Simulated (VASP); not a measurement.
Write the native input for VASP 6.6.1 that does the following.

```
Task                   : single point
Functional             : LDA
Potentials or basis    : VASP PAW LDA potentials, release 64 (C)
Cutoff                 : 520 eV
k mesh                 : 16 × 16 × 16
Occupations            : fermi-dirac, width 0.03 eV
Spin                   : no spin polarisation
Dipole correction      : no
Further INCAR settings : ALGO = Normal; EDIFF = 1e-07; NBANDS = 11
```

The structure of C lies in POSCAR:

```
C
1.0
    0.0000000000      1.7469938663      1.7469938663
    1.7469938663      0.0000000000      1.7469938663
    1.7469938663      1.7469938663      0.0000000000
C
2
Direct
    0.5000000000      0.5000000000      0.5000000000
    0.7500000000      0.7500000000      0.7500000000
```

This cell differs from its parent crystal: volume scaled by 0.94.

One way to write it, as run:

INCAR

```
SYSTEM = C
ALGO = Normal ; EDIFF = 1E-7
ENCUT = 520 ; ISIF = 2
ISMEAR = -1 ; LASPH = .TRUE.
LCHARG = .TRUE. ; LELF = .TRUE.
LREAL = .FALSE. ; LVHAR = .TRUE.
LWAVE = .FALSE. ; NBANDS = 11
NELM = 80 ; PREC = Accurate
SIGMA = 0.03
```

KPOINTS

```
k-points
0
G
  16 16 16
  0 0 0
```

Potentials or basis: VASP PAW LDA potentials, release 64 (C).

Launch:

```sh
$ cat potpaw_LDA.64/C/POTCAR > POTCAR
$ mpirun -np 1 vasp_std > vasp.out
```

It gave:

```yaml
Pressure: 17.8 GPa
Band_gap_on_the_k_mesh: 4.25 eV, indirect (least direct gap 5.72 eV)
```

Wall time 7.1 s on 1 thread of Intel Xeon 6975P-C, on a shared host, peak memory 0.12 GiB.
